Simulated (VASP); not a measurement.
A run of VASP 6.6.1:

The input POSCAR:

```
CuI
1.0
    3.6494671566      0.0000000000      0.0000000000
    0.0000000000      3.6494671566      0.0000000000
    0.0000000000      0.0000000000      3.6494671566
Cu I
1 1
Direct
    0.0000000000      0.0000000000      0.0000000000
    0.5000000000      0.5000000000      0.5000000000
```

Contents of INCAR.step1:

```
SYSTEM = CuI
  PREC = Accurate
  ENCUT = 600
  ISMEAR = -1
  SIGMA = 0.02
  LREAL = .False.
  LASPH = .True.
  NELM = 60
  GGA = PE
  ALGO = Normal
  EDIFF = 1E-4
  LWAVE = .True.
  LCHARG = .False.
```

Contents of INCAR.step2:

```
SYSTEM = CuI
  PREC = Accurate
  ENCUT = 600
  EDIFF = 1E-6
  ISMEAR = -1
  SIGMA = 0.02
  LREAL = .False.
  LASPH = .True.
  NELM = 60
  ALGO = Normal
  ISIF = 3
  LWAVE = .False.
  LCHARG = .False.
  METAGGA = R2SCAN
  LMIXTAU = .True.
  IBRION = 2
  NSW = 80
  EDIFFG = -0.005
  ISTART = 1
```

The input KPOINTS:

```
regular mesh
0
Gamma
  6 6 6
  0 0 0
```

Potentials or basis: VASP PAW PBE potentials, release 64 (Cu, I).

Run with:

```console
$ cat potpaw_PBE.64/Cu/POTCAR potpaw_PBE.64/I/POTCAR > POTCAR
$ cp INCAR.step1 INCAR
$ mpirun -np 1 vasp_std > vasp.out
$ cp INCAR.step2 INCAR
$ mpirun -np 1 vasp_std > vasp.out
```

Hardware: 1 thread of Intel(R) Xeon(R) Platinum 8259CL CPU @ 2.50GHz (Skylake/Cascade Lake), on a shared host.

How long does it take, and how much memory?

It took 2.6 min on 1 thread of Intel(R) Xeon(R) Platinum 8259CL CPU @ 2.50GHz (Skylake/Cascade Lake), on a shared host, peak memory 0.19 GiB. Counts: k points 20, ion steps 3.
